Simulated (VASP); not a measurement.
Wanted: the native input for a VASP 6.6.1 run.

```
Task                   : single point
Functional             : r2SCAN
Potentials or basis    : VASP PAW PBE potentials, release 64 (Na_pv, H)
Cutoff                 : 520 eV
k mesh                 : 8 × 8 × 8
Occupations            : gaussian, width 0.01 eV
Spin                   : no spin polarisation
Dipole correction      : no
Further INCAR settings : ALGO = Normal; EDIFF = 1e-06; NBANDS = 11
```

The system is NaH.

```
CELL_PARAMETERS angstrom
0.00000 2.39864 2.39864
2.39864 0.00000 2.39864
2.39864 2.39864 0.00000
ATOMIC_POSITIONS crystal
Na 0.00000 0.00000 0.00000
H 0.50000 0.50000 0.50000
```

These files were run (other wordings do the same):

POSCAR

```
NaH
1.0
    0.0000000000      2.3986360769      2.3986360769
    2.3986360769      0.0000000000      2.3986360769
    2.3986360769      2.3986360769      0.0000000000
Na H
1 1
Direct
    0.0000000000      0.0000000000      0.0000000000
    0.5000000000      0.5000000000      0.5000000000
```

INCAR.step1

```
SYSTEM = NaH
PREC     = Accurate       ! precision mode
ENCUT    = 520            ! plane-wave cutoff, eV
ISMEAR   = 0              ! smearing method
SIGMA    = 0.01           ! smearing width, eV
LREAL    = .FALSE.        ! projectors in reciprocal space
LASPH    = .TRUE.         ! aspherical terms in the spheres
NELM     = 60             ! most SCF steps
NBANDS   = 11             ! bands
GGA      = PE             ! functional
ALGO     = Normal         ! electronic algorithm
EDIFF    = 1E-4           ! SCF threshold, eV
LWAVE    = .TRUE.         ! write WAVECAR
LCHARG   = .FALSE.        ! write CHGCAR
```

INCAR.step2

```
SYSTEM = NaH
PREC     = Accurate       ! precision mode
ENCUT    = 520            ! plane-wave cutoff, eV
EDIFF    = 1E-6           ! SCF threshold, eV
ISMEAR   = 0              ! smearing method
SIGMA    = 0.01           ! smearing width, eV
LREAL    = .FALSE.        ! projectors in reciprocal space
LASPH    = .TRUE.         ! aspherical terms in the spheres
NELM     = 60             ! most SCF steps
ALGO     = Normal         ! electronic algorithm
ISIF     = 2              ! what is computed and relaxed
LWAVE    = .FALSE.        ! write WAVECAR
LCHARG   = .TRUE.         ! write CHGCAR
METAGGA  = R2SCAN         ! meta-GGA
LMIXTAU  = .TRUE.       
LELF     = .TRUE.         ! ELF
LVHAR    = .TRUE.       
NBANDS   = 11             ! bands
ISTART   = 1
```

KPOINTS

```
regular mesh
0
G
  8 8 8
  0 0 0
```

Potentials or basis: VASP PAW PBE potentials, release 64 (Na_pv, H).

Launch:

```bash
$ cat potpaw_PBE.64/Na_pv/POTCAR potpaw_PBE.64/H/POTCAR > POTCAR
$ cp INCAR.step1 INCAR
$ mpirun -np 1 vasp_std > vasp.out
$ cp INCAR.step2 INCAR
$ mpirun -np 1 vasp_std > vasp.out
```

It gave:

* Pressure: -0.3 GPa
* Band gap on the k mesh: 4.41 eV, indirect (least direct gap 5.25 eV)

Caveat: the PAW data sets were made with another functional, which shifts forces and pressure a little.

Run time: 24 s on 1 thread of Intel(R) Xeon(R) Platinum 8488C (Sapphire Rapids) (shared host), peak memory 0.15 GiB.
